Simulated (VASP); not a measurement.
# LiF (Fm-3m) in VASP: a series of runs

LiF is run at these levels: PBE0, r2SCAN0; tasks: single point.

All numbers are computed with VASP 6.6.1; they aren't measurements. Logs are shortened: lines on timing, memory, paths and dates and some standing lists are left out, and cuts for length are marked.

### 1 The cell of the first run

Symmetry: Fm-3m, No. 225, cubic system. Conventional cell: a = 3.990 Å, b = 3.990 Å, c = 3.990 Å, α = 90.00°, β = 90.00°, γ = 90.00°. Within 2.6 Å of Li (site symmetry m-3m) lie 6 F at 1.99 Å. F (site symmetry m-3m) has 6 Li at 1.99 Å within 2.6 Å.

### 2 Single point, PBE0

POSCAR reads:

```
LiF
1.0
    0.0000000000      1.9948691892      1.9948691892
    1.9948691892      0.0000000000      1.9948691892
    1.9948691892      1.9948691892      0.0000000000
Li F
1 1
Direct
    0.0000000000      0.0000000000      0.0000000000
    0.5000000000      0.5000000000      0.5000000000
```

INCAR.step1 reads:

```
SYSTEM = LiF
PREC = Accurate ; ENCUT = 520
EDIFF = 1E-5 ; ISMEAR = 0
SIGMA = 0.01 ; LREAL = .FALSE.
LASPH = .TRUE. ; NELM = 80
ALGO = Normal ; ISIF = 2
LWAVE = .TRUE. ; LCHARG = .FALSE.
NBANDS = 12 ; GGA = PE
```

INCAR.step2 reads:

```
SYSTEM = LiF
PREC = Accurate ; ENCUT = 520
EDIFF = 1E-6 ; ISMEAR = 0
SIGMA = 0.01 ; LREAL = .FALSE.
LASPH = .TRUE. ; NELM = 80
ALGO = Normal ; ISIF = 2
LWAVE = .FALSE. ; LCHARG = .FALSE.
GGA = PE ; LHFCALC = .TRUE.
AEXX = 0.25 ; PRECFOCK = Normal
NBANDS = 12 ; ISTART = 1
```

KPOINTS reads:

```
regular mesh
0
G
  8 8 8
  0 0 0
```

Potentials or basis: VASP PAW PBE potentials, release 64 (Li_sv, F).

The run is started by

```bash
$ cat potpaw_PBE.64/Li_sv/POTCAR potpaw_PBE.64/F/POTCAR > POTCAR
$ cp INCAR.step1 INCAR
$ mpirun -np 1 vasp_std > vasp.out
$ cp INCAR.step2 INCAR
$ mpirun -np 1 vasp_std > vasp.out
```

OUTCAR:

```text
SYSTEM = LiF
   PREC = Accurate
   ENCUT = 520
   EDIFF = 1E-6
   ISMEAR = 0
   LREAL = .FALSE.
   LASPH = .TRUE.
   NELM = 80
   ISIF = 2
   GGA = PE
   LHFCALC = .TRUE.
   AEXX = 0.25
   PRECFOCK = Normal
   ISTART = 1

 ion  position               nearest neighbor table
   1  0.000  0.000  0.000-   2 1.99   2 1.99   2 1.99   2 1.99   2 1.99   2 1.99
   2  0.500  0.500  0.500-   1 1.99   1 1.99   1 1.99   1 1.99   1 1.99   1 1.99

  LATTYP: Found a face centered cubic cell.
 ALAT       =     3.9897383784

  Lattice vectors:

 A1 = (   0.0000000000,   1.9948691892,   1.9948691892)
 A2 = (   1.9948691892,   0.0000000000,   1.9948691892)
 A3 = (   1.9948691892,   1.9948691892,   0.0000000000)

Analysis of symmetry for initial positions (statically):
=====================================================================
 Subroutine PRICEL returns:
 Original cell was already a primitive cell.

 Routine SETGRP: Setting up the symmetry group for a
 face centered cubic supercell.

 Subroutine GETGRP returns: Found 48 space group operations
 (whereof 48 operations were pure point group operations)
 out of a pool of 48 trial point group operations.

The static configuration has the point symmetry O_h .

Analysis of symmetry for dynamics (positions and initial velocities):
=====================================================================
 Subroutine PRICEL returns:
 Original cell was already a primitive cell.

 Routine SETGRP: Setting up the symmetry group for a
 face centered cubic supercell.

 Subroutine GETGRP returns: Found 48 space group operations
 (whereof 48 operations were pure point group operations)
 out of a pool of 48 trial point group operations.

The dynamic configuration has the point symmetry O_h .

 Subroutine INISYM returns: Found 48 space group operations
 (whereof 48 operations are pure point group operations),
 and found     1 'primitive' translations

----------------------------------------------------------------------------------------

                                     Primitive cell

  volume of cell :      15.8772

  direct lattice vectors                    reciprocal lattice vectors
     0.000000000  1.994869189  1.994869189    -0.250643001  0.250643001  0.250643001
     1.994869189  0.000000000  1.994869189     0.250643001 -0.250643001  0.250643001
     1.994869189  1.994869189  0.000000000     0.250643001  0.250643001 -0.250643001

  length of vectors
     2.821171063  2.821171063  2.821171063     0.434126412  0.434126412  0.434126412

  position of ions in fractional coordinates (direct lattice)
     0.000000000  0.000000000  0.000000000
     0.500000000  0.500000000  0.500000000

  ion indices of the primitive-cell ions
   primitive index   ion index
                 1           1
                 2           2

----------------------------------------------------------------------------------------

 KPOINTS: regular mesh

Automatic generation of k-mesh.
 Grid dimensions read from file:
 generate k-points for:    8    8    8

 Generating k-lattice:

  Cartesian coordinates                     Fractional coordinates (reciprocal lattice)
    -0.031330375  0.031330375  0.031330375     0.125000000  0.000000000  0.000000000
     0.031330375 -0.031330375  0.031330375     0.000000000  0.125000000  0.000000000
     0.031330375  0.031330375 -0.031330375     0.000000000  0.000000000  0.125000000

  Length of vectors
     0.054265802  0.054265802  0.054265802

  Shift w.r.t. Gamma in fractional coordinates (k-lattice)
     0.000000000  0.000000000  0.000000000

 Subroutine IBZKPT returns following result:
 ===========================================

 Found     29 irreducible k-points:

 Following reciprocal coordinates:
            Coordinates               Weight
  0.000000  0.000000  0.000000      1.000000
  0.125000  0.000000  0.000000      8.000000
  0.250000  0.000000  0.000000      8.000000
  0.375000  0.000000  0.000000      8.000000
  0.500000  0.000000  0.000000      4.000000
  0.125000  0.125000  0.000000      6.000000
[... 16 lines left out ...]
  0.500000  0.250000  0.125000     48.000000
 -0.375000  0.250000  0.125000     24.000000
 [... further k-points ...]
   k-points           NKPTS =     29   k-points in BZ     NKDIM =    512   number of bands    NBANDS=     12
   number of dos      NEDOS =    301   number of ions     NIONS =      2
   total plane-waves  NPLWV =  13824
   dimension x,y,z NGX =    24 NGY =   24 NGZ =   24
   dimension x,y,z NGXF=    48 NGYF=   48 NGZF=   48
   ions per type =               1   1
   NGX,Y,Z   is equivalent  to a cutoff of  14.14, 14.14, 14.14 a.u.
   NGXF,Y,Z  is equivalent  to a cutoff of  28.29, 28.29, 28.29 a.u.
 SYSTEM =  LiF
   PREC   = accura    normal or accurate (medium, high low for compatibility)
   ISTART =      1    job   : 0-new  1-cont  2-samecut
   ICHARG =      0    charge: 1-file 2-atom 10-const
   ISPIN  =      1    spin polarized calculation?
   LNONCOLLINEAR =      F non collinear calculations
   LSORBIT =      F    spin-orbit coupling
   LASPH  =      T    aspherical Exc in radial PAW
   ENCUT  =  520.0 eV  38.22 Ry    6.18 a.u.   5.25  5.25  5.25*2*pi/ulx,y,z
   NELM   =     80;   NELMIN=  2; NELMDL=  0     # of ELM steps
   EDIFF  = 0.1E-05   stopping-criterion for ELM
   LREAL  =      F    real-space projection
   EDIFFG = 0.1E-04   stopping-criterion for IOM
   NSW    =      0    number of steps for IOM
   IBRION =     -1    ionic relax: 0-MD 1-quasi-New 2-CG
   NFREE  =      0    steps in history (QN), initial steepest desc. (CG)
   ISIF   =      2    stress and relaxation
   ISYM   =      3    0-nonsym 1-usesym 2-fastsym
   POTIM  = 0.5000    time-step for ionic-motion
   TEBEG  =    0.0;   TEEND  =   0.0 temperature during run
   PSTRESS=    0.0 pullay stress
   NELECT =      10.0000    total number of electrons
   NUPDOWN=      -1.0000    fix difference up-down
   EMIN   =  10.00;   EMAX   =-10.00  energy-range for DOS
   EFERMI =   0.00;   METHOD = LEGACY
   ISMEAR =     0;   SIGMA  =   0.01  broadening in eV -4-tet -1-fermi 0-gaus
   EFERMI_NEDOS =   21; number of points for ismear=-14 and -15
   IALGO  =     38    algorithm
   IMIX   =      1    mixing-type and parameters
     AMIX     =   0.40;   BMIX     =  1.00
     AMIX_MAG =   1.60;   BMIX_MAG =  1.00
  volume/ion in A,a.u.               =       7.94        53.57
  Fermi-wavevector in a.u.,A,eV,Ry     =   1.403300  2.651852 26.793271  1.969250
  Thomas-Fermi vector in A             =   2.525975
   LORBIT       =      0    0 simple, 1 ext, 2 COOP (PROOUT), +10 PAW based schemes
   GGA     = PE    functional components
   LHFCALC =     T    Hartree Fock is set to
   PRECFOCK=normal    Normal, Fast or Accurate (Low or Medium for compatibility)
   ENCUT4O =  -1.0   cutoff for four orbital integrals eV
   NKREDX  =     1    reduce k-point grid by
   NKREDY  =     1    reduce k-point grid by
   NKREDZ  =     1    reduce k-point grid by
   AEXX    =    0.2500 exact exchange contribution
   HFSCREEN=    0.0000 screening length (either q_TF or 0.3 A-1)
   HFSCREENC=   0.0000 screening length for correlation (either q_TF or 0.3 A-1)
   ENCUTFOCK=  -1.0 apply spherical cutoff to Coloumb kernel
   IVDW    =     0    specifies the selected vdW correction
   LEPSILON=     F    determine dielectric tensor
   LRPA    =     F    only Hartree local field effects (RPA)
 non-spin polarized calculation
 Gauss-broadening in eV      SIGMA  =   0.01
  energy-cutoff  :      520.00
  volume of cell :       15.88
 maximum number of plane-waves:       444
 NGX is ok and might be reduce to    24
  NGX = 16; NGY = 16; NGZ = 16

 number of electron       9.9999997 magnetization

 Free energy of the ion-electron system (eV)
  ---------------------------------------------------
  ext. energy  EPLUGINS =         0.00000000
  ---------------------------------------------------
  free energy    TOTEN  =       -11.91226989 eV

  energy without entropy =      -11.91226989  energy(sigma->0) =      -11.91226989

 E-fermi :  -2.7811     XC(G=0):  -7.9054

 val. band max:       -2.9836407432   @ k =   0.0000   0.0000   0.0000
 cond. band min:       9.4451597553   @ k =   0.0000   0.0000   0.0000
 fundamental gap:     12.4288004985
 Fermi energy:        -2.7811114975

 k-point     1 :       0.0000    0.0000    0.0000
  band No.  band energies     occupation
      1     -45.8935      2.00000
      2     -24.6474      2.00000
      3      -2.9836      2.00000
      4      -2.9836      2.00000
      5      -2.9836      2.00000
      6       9.4452      0.00000
      7      24.8237      0.00000
      8      24.8237      0.00000
      9      24.8237      0.00000
     10      24.9260      0.00000
     11      24.9260      0.00000
     12      24.9260      0.00000

 k-point     2 :       0.1250    0.0000    0.0000
  band No.  band energies     occupation
      1     -45.8836      2.00000
      2     -24.5816      2.00000
      3      -3.4534      2.00000
      4      -3.0235      2.00000
      5      -3.0235      2.00000
      6       9.8996      0.00000
      7      21.1674      0.00000
      8      23.0472      0.00000
      9      23.0472      0.00000
     10      26.3636      0.00000
     11      26.3723      0.00000
     12      26.3723      0.00000

 k-point     3 :       0.2500    0.0000    0.0000
  band No.  band energies     occupation
      1     -45.8597      2.00000
      2     -24.4165      2.00000
      3      -4.4772      2.00000
      4      -3.1168      2.00000
      5      -3.1168      2.00000
      6      10.7292      0.00000
      7      18.5265      0.00000
      8      21.1801      0.00000
      9      21.1801      0.00000
     10      27.8323      0.00000
     11      28.3050      0.00000
     12      28.3050      0.00000
[... 286 lines left out ...]
 k-point    23 :       0.5000    0.2500    0.1250
  band No.  band energies     occupation
      1     -45.8238      2.00000
      2     -24.1057      2.00000
      3      -5.3029      2.00000
      4      -4.2015      2.00000
      5      -3.4439      2.00000
      6      12.7326      0.00000
      7      16.5026      0.00000
      8      19.7147      0.00000
      9      20.2767      0.00000
     10      26.4750      0.00000
     11      31.3436      0.00000
     12      33.9844      0.00000

 k-point    24 :      -0.3750    0.2500    0.1250
  band No.  band energies     occupation
      1     -45.8161      2.00000
      2     -24.0371      2.00000
      3      -5.5394      2.00000
      4      -4.3221      2.00000
      5      -3.5205      2.00000
      6      12.9050      0.00000
      7      16.3628      0.00000
      8      19.6009      0.00000
      9      19.9438      0.00000
     10      28.4573      0.00000
     11      29.6025      0.00000
     12      35.3842      0.00000

 [... further k-points ...]

------------------------ aborting loop because EDIFF is reached ----------------------------------------

  FORCE on cell =-STRESS in cart. coord.  units (eV):
  Direction    XX          YY          ZZ          XY          YZ          ZX
  --------------------------------------------------------------------------------------
  -------------------------------------------------------------------------------------
  Total        0.0913124      0.0913124      0.0913124      0.0000000      0.0000000     -0.0000000
  in kB        9.2143994      9.2143994      9.2143994      0.0000000      0.0000000     -0.0000000
  external PRESSURE =       9.2143994 kB  Pullay stress =       0.0000000 kB

 VOLUME and BASIS-vectors are now :
 -----------------------------------------------------------------------------
  energy-cutoff  :      520.00
  volume of cell :       15.88
      direct lattice vectors                 reciprocal lattice vectors
     0.000000000  1.994869189  1.994869189    -0.250643001  0.250643001  0.250643001
     1.994869189  0.000000000  1.994869189     0.250643001 -0.250643001  0.250643001
     1.994869189  1.994869189  0.000000000     0.250643001  0.250643001 -0.250643001

 POSITION                                       TOTAL-FORCE (eV/Angst)
 -----------------------------------------------------------------------------------
      0.00000      0.00000      0.00000        -0.000000      0.000000      0.000000
      1.99487      1.99487      1.99487         0.000000     -0.000000     -0.000000
 -----------------------------------------------------------------------------------
    total drift:                                0.000000      0.000000     -0.000000

  FREE ENERGIE OF THE ION-ELECTRON SYSTEM (eV)
  ---------------------------------------------------
  free  energy   TOTEN  =       -11.9122698888 eV

  energy  without entropy=      -11.9122698888  energy(sigma->0) =      -11.91226989
```

Run time: 22 min. Hardware: 1 thread of Intel Xeon 8259CL, shared host; peak memory 0.15 GiB.

What came out:

- Free energy: -11.9123 eV
- Band gap on the k mesh: 12.43 eV

Caveat: the cutoff is under 1.25 times the usual one of these potentials, so pressure, stress and relaxed cells hold a basis-set (Pulay) error; the PAW data sets were made with another functional, which shifts forces and pressure a little. A k mesh can miss the band edges.

[end of part 1 of 2]
